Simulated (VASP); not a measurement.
# Os (Im-3m) in VASP: single point with LDA

Aim: the single point of Os with LDA.

All numbers are computed with VASP 6.6.1; they aren't measurements. Logs are shortened: lines on timing, memory, paths and dates and some standing lists are left out, and cuts for length are marked.

## Step 1: The cell of the first run

The structure is cubic, space group Im-3m (No. 229). The conventional cell has a = 3.047 Å, b = 3.047 Å, c = 3.047 Å, α = 90.00°, β = 90.00°, γ = 90.00°. Os (site symmetry m-3m) has 14 Os at 2.64 to 3.05 Å within 3.5 Å.

This isn't the form of Os at room conditions, which is hcp.

## Step 2: Single point, LDA

INCAR

```
SYSTEM = Os
ALGO = Normal ; EDIFF = 1E-6
ENCUT = 560 ; GGA = CA
GGA_COMPAT = .FALSE. ; ISIF = 2
ISMEAR = 0 ; LASPH = .TRUE.
LCHARG = .TRUE. ; LELF = .TRUE.
LREAL = .FALSE. ; LVHAR = .TRUE.
LWAVE = .FALSE. ; NBANDS = 14
NELM = 120 ; PREC = Accurate
SIGMA = 0.1
```

KPOINTS

```
k-points
0
G
  10 10 10
  0 0 0
```

POSCAR

```
Os
1.0
    1.5233660203      1.5233660203      1.5233660203
   -1.5233660203      1.5233660203      1.5233660203
   -1.5233660203     -1.5233660203      1.5233660203
Os
1
Direct
    0.0000000000      0.0000000000      0.0000000000
```

Potentials or basis: VASP PAW LDA potentials, release 64 (Os_sv_GW).

On the command line:

```bash
$ cat potpaw_LDA.64/Os_sv_GW/POTCAR > POTCAR
$ mpirun -np 1 vasp_std > vasp.out
```

OUTCAR:

```text
SYSTEM = Os
   EDIFF = 1E-6
   ENCUT = 560
   GGA = CA
   ISIF = 2
   ISMEAR = 0
   LASPH = .TRUE.
   LREAL = .FALSE.
   NELM = 120
   PREC = Accurate

 ion  position               nearest neighbor table
   1  0.000  0.000  0.000-

  LATTYP: Found a body centered cubic cell.
 ALAT       =     3.0467320406

  Lattice vectors:

 A1 = (   1.5233660203,  -1.5233660203,  -1.5233660203)
 A2 = (   1.5233660203,   1.5233660203,   1.5233660203)
 A3 = (  -1.5233660203,  -1.5233660203,   1.5233660203)

Analysis of symmetry for initial positions (statically):
=====================================================================
 Subroutine PRICEL returns:
 Original cell was already a primitive cell.

 Routine SETGRP: Setting up the symmetry group for a
 body centered cubic supercell.

 Subroutine GETGRP returns: Found 48 space group operations
 (whereof 48 operations were pure point group operations)
 out of a pool of 48 trial point group operations.

The static configuration has the point symmetry O_h .

Analysis of symmetry for dynamics (positions and initial velocities):
=====================================================================
 Subroutine PRICEL returns:
 Original cell was already a primitive cell.

 Routine SETGRP: Setting up the symmetry group for a
 body centered cubic supercell.

 Subroutine GETGRP returns: Found 48 space group operations
 (whereof 48 operations were pure point group operations)
 out of a pool of 48 trial point group operations.

The dynamic configuration has the point symmetry O_h .

 Subroutine INISYM returns: Found 48 space group operations
 (whereof 48 operations are pure point group operations),
 and found     1 'primitive' translations

----------------------------------------------------------------------------------------

                                     Primitive cell

  volume of cell :      14.1408

  direct lattice vectors                    reciprocal lattice vectors
     1.523366020  1.523366020  1.523366020     0.328220528  0.000000000  0.328220528
    -1.523366020  1.523366020  1.523366020    -0.328220528  0.328220528  0.000000000
    -1.523366020 -1.523366020  1.523366020     0.000000000 -0.328220528  0.328220528

  length of vectors
     2.638547346  2.638547346  2.638547346     0.464173923  0.464173923  0.464173923

  position of ions in fractional coordinates (direct lattice)
     0.000000000  0.000000000  0.000000000

  ion indices of the primitive-cell ions
   primitive index   ion index
                 1           1

----------------------------------------------------------------------------------------

 KPOINTS: k-points

Automatic generation of k-mesh.
 Grid dimensions read from file:
 generate k-points for:   10   10   10

 Generating k-lattice:

  Cartesian coordinates                     Fractional coordinates (reciprocal lattice)
     0.032822053  0.000000000  0.032822053     0.100000000  0.000000000  0.000000000
    -0.032822053  0.032822053  0.000000000     0.000000000  0.100000000  0.000000000
     0.000000000 -0.032822053  0.032822053     0.000000000  0.000000000  0.100000000

  Length of vectors
     0.046417392  0.046417392  0.046417392

  Shift w.r.t. Gamma in fractional coordinates (k-lattice)
     0.000000000  0.000000000  0.000000000

 Subroutine IBZKPT returns following result:
 ===========================================

 Found     47 irreducible k-points:

 Following reciprocal coordinates:
            Coordinates               Weight
  0.000000  0.000000  0.000000      1.000000
  0.100000  0.000000  0.000000     12.000000
  0.200000  0.000000  0.000000     12.000000
  0.300000  0.000000  0.000000     12.000000
  0.400000  0.000000  0.000000     12.000000
  0.500000  0.000000  0.000000      6.000000
[... 16 lines left out ...]
  0.100000  0.300000  0.100000      8.000000
  0.500000  0.300000  0.100000     24.000000
 [... further k-points ...]
   k-points           NKPTS =     47   k-points in BZ     NKDIM =     47   number of bands    NBANDS=     14
   number of dos      NEDOS =    301   number of ions     NIONS =      1
   total plane-waves  NPLWV =   8000
   dimension x,y,z NGX =    20 NGY =   20 NGZ =   20
   dimension x,y,z NGXF=    40 NGYF=   40 NGZF=   40
   ions per type =               1
   NGX,Y,Z   is equivalent  to a cutoff of  12.60, 12.60, 12.60 a.u.
   NGXF,Y,Z  is equivalent  to a cutoff of  25.20, 25.20, 25.20 a.u.
 SYSTEM =  Os
   PREC   = accura    normal or accurate (medium, high low for compatibility)
   ISTART =      0    job   : 0-new  1-cont  2-samecut
   ICHARG =      2    charge: 1-file 2-atom 10-const
   ISPIN  =      1    spin polarized calculation?
   LNONCOLLINEAR =      F non collinear calculations
   LSORBIT =      F    spin-orbit coupling
   LASPH  =      T    aspherical Exc in radial PAW
   ENCUT  =  560.0 eV  41.16 Ry    6.42 a.u.   5.09  5.09  5.09*2*pi/ulx,y,z
   NELM   =    120;   NELMIN=  2; NELMDL= -5     # of ELM steps
   EDIFF  = 0.1E-05   stopping-criterion for ELM
   LREAL  =      F    real-space projection
   EDIFFG = 0.1E-04   stopping-criterion for IOM
   NSW    =      0    number of steps for IOM
   IBRION =     -1    ionic relax: 0-MD 1-quasi-New 2-CG
   NFREE  =      0    steps in history (QN), initial steepest desc. (CG)
   ISIF   =      2    stress and relaxation
   ISYM   =      2    0-nonsym 1-usesym 2-fastsym
   POTIM  = 0.5000    time-step for ionic-motion
   TEBEG  =    0.0;   TEEND  =   0.0 temperature during run
   PSTRESS=    0.0 pullay stress
   NELECT =      16.0000    total number of electrons
   NUPDOWN=      -1.0000    fix difference up-down
   EMIN   =  10.00;   EMAX   =-10.00  energy-range for DOS
   EFERMI =   0.00;   METHOD = LEGACY
   ISMEAR =     0;   SIGMA  =   0.10  broadening in eV -4-tet -1-fermi 0-gaus
   EFERMI_NEDOS =   21; number of points for ismear=-14 and -15
   IALGO  =     38    algorithm
   IMIX   =      4    mixing-type and parameters
     AMIX     =   0.40;   BMIX     =  1.00
     AMIX_MAG =   1.60;   BMIX_MAG =  1.00
  volume/ion in A,a.u.               =      14.14        95.43
  Fermi-wavevector in a.u.,A,eV,Ry     =   1.705914  3.223711 39.594911  2.910144
  Thomas-Fermi vector in A             =   2.785047
   LORBIT       =      0    0 simple, 1 ext, 2 COOP (PROOUT), +10 PAW based schemes
   GGA     = CA    functional components
   LHFCALC =     F    Hartree Fock is set to
   AEXX    =    0.0000 exact exchange contribution
   IVDW    =     0    specifies the selected vdW correction
   LEPSILON=     F    determine dielectric tensor
   LRPA    =     F    only Hartree local field effects (RPA)
 non-spin polarized calculation
 Gauss-broadening in eV      SIGMA  =   0.10
  energy-cutoff  :      560.00
  volume of cell :       14.14
 maximum number of plane-waves:       438
   NGX = 11   NGY = 11   NGZ = 11

 number of electron      15.9999999 magnetization

 Free energy of the ion-electron system (eV)
  ---------------------------------------------------
  ext. energy  EPLUGINS =         0.00000000
  ---------------------------------------------------
  free energy    TOTEN  =       -12.88377228 eV

  energy without entropy =      -12.87749806  energy(sigma->0) =      -12.88063517

 E-fermi :  13.5987     XC(G=0): -14.7387

 val. band max:       13.5434685423   @ k =   0.1000   0.0000   0.0000
 cond. band min:      13.6077170276   @ k =   0.3000   0.3000   0.3000
 fundamental gap:      0.0642484853
 Fermi energy:        13.5986708829

 k-point     1 :       0.0000    0.0000    0.0000
  band No.  band energies     occupation
      1     -72.7485      2.00000
      2     -31.8441      2.00000
      3     -31.8441      2.00000
      4     -31.8441      2.00000
      5       2.5553      2.00000
      6      10.1618      2.00000
      7      10.1618      2.00000
      8      10.1618      2.00000
      9      13.5284      1.67936
     10      13.5284      1.67936
     11      28.9698      0.00000
     12      28.9698      0.00000
     13      28.9698      0.00000
     14      41.6813      0.00000

 k-point     2 :       0.1000    0.0000    0.0000
  band No.  band energies     occupation
      1     -72.7377      2.00000
      2     -31.9518      2.00000
      3     -31.8786      2.00000
      4     -31.8440      2.00000
      5       3.0430      2.00000
      6       9.9140      2.00000
      7      10.1220      2.00000
      8      10.6174      2.00000
      9      13.1986      2.00000
     10      13.5435      1.56501
     11      29.2948      0.00000
     12      29.7681      0.00000
     13      29.8584      0.00000
     14      38.3668      0.00000

 k-point     3 :       0.2000    0.0000    0.0000
  band No.  band energies     occupation
      1     -72.7110      2.00000
      2     -32.2296      2.00000
      3     -31.9700      2.00000
      4     -31.8443      2.00000
      5       4.3021      2.00000
      6       9.3197      2.00000
      7       9.9274      2.00000
      8      11.9262      2.00000
      9      12.8732      2.00000
     10      13.6262      0.69679
     11      29.4079      0.00000
     12      30.7142      0.00000
     13      31.9886      0.00000
     14      36.2401      0.00000
[... 324 lines left out ...]
 k-point    23 :       0.1000    0.3000    0.1000
  band No.  band energies     occupation
      1     -72.6969      2.00000
      2     -32.3875      2.00000
      3     -31.9256      2.00000
      4     -31.9256      2.00000
      5       5.0983      2.00000
      6       9.0948      2.00000
      7       9.0948      2.00000
      8      13.3616      1.99920
      9      13.3616      1.99920
     10      13.4221      1.98750
     11      30.4008      0.00000
     12      30.4008      0.00000
     13      30.8653      0.00000
     14      33.6097      0.00000

 k-point    24 :       0.5000    0.3000    0.1000
  band No.  band energies     occupation
      1     -72.6244      2.00000
      2     -32.7266      2.00000
      3     -32.4127      2.00000
      4     -32.0202      2.00000
      5       7.5551      2.00000
      6       8.3226      2.00000
      7       9.7043      2.00000
      8      12.8542      2.00000
      9      14.4978      0.00000
     10      18.9727      0.00000
     11      23.6403      0.00000
     12      27.2830      0.00000
     13      31.7873      0.00000
     14      34.2332      0.00000

 [... further k-points ...]

------------------------ aborting loop because EDIFF is reached ----------------------------------------

  FORCE on cell =-STRESS in cart. coord.  units (eV):
  Direction    XX          YY          ZZ          XY          YZ          ZX
  --------------------------------------------------------------------------------------
  -------------------------------------------------------------------------------------
  Total        0.0258142      0.0258142      0.0258142      0.0000000      0.0000000      0.0000000
  in kB        2.9248016      2.9248016      2.9248016      0.0000000      0.0000000      0.0000000
  external PRESSURE =       2.9248016 kB  Pullay stress =       0.0000000 kB

 VOLUME and BASIS-vectors are now :
 -----------------------------------------------------------------------------
  energy-cutoff  :      560.00
  volume of cell :       14.14
      direct lattice vectors                 reciprocal lattice vectors
     1.523366020  1.523366020  1.523366020     0.328220528  0.000000000  0.328220528
    -1.523366020  1.523366020  1.523366020    -0.328220528  0.328220528  0.000000000
    -1.523366020 -1.523366020  1.523366020     0.000000000 -0.328220528  0.328220528

 POSITION                                       TOTAL-FORCE (eV/Angst)
 -----------------------------------------------------------------------------------
      0.00000      0.00000      0.00000         0.000000      0.000000      0.000000
 -----------------------------------------------------------------------------------
    total drift:                               -0.000000     -0.000000      0.000000

  FREE ENERGIE OF THE ION-ELECTRON SYSTEM (eV)
  ---------------------------------------------------
  free  energy   TOTEN  =       -12.8837722825 eV

  energy  without entropy=      -12.8774980583  energy(sigma->0) =      -12.88063517
```

Wall time 5.2 s (1 thread of Intel Xeon Platinum 8488C (Sapphire Rapids), shared host); peak memory 0.12 GiB.

What came out:

| Property | Result |
| --- | --- |
| Free energy | -12.8838 eV |
| Pressure | 0.3 GPa |
| Band gap on the k mesh | zero (bands 8 and 9 overlap by 4.37 eV) |

Levels at points of the mesh, in eV from the Fermi level:
| k point | band 5 | band 6 | band 7 | band 8 | band 9 | band 10 | band 11 | band 12 |
| --- | --- | --- | --- | --- | --- | --- | --- | --- |
| (0.00, 0.00, 0.00) | -11.04 | -3.44 | -3.44 | -3.44 | -0.07 | -0.07 | 15.37 | 15.37 |
| (0.50, 0.00, 0.00) | -7.92 | -5.57 | -0.20 | -0.10 | 0.61 | 3.44 | 9.35 | 11.99 |
| (0.50, 0.50, 0.50) | -7.57 | -7.57 | 2.56 | 2.56 | 2.56 | 7.96 | 7.96 | 7.96 |

Caveat: spin-orbit coupling is left out, which moves the levels of the heavy elements.

The gap in the log of VASP goes by the Fermi energy; the results here count the filled bands.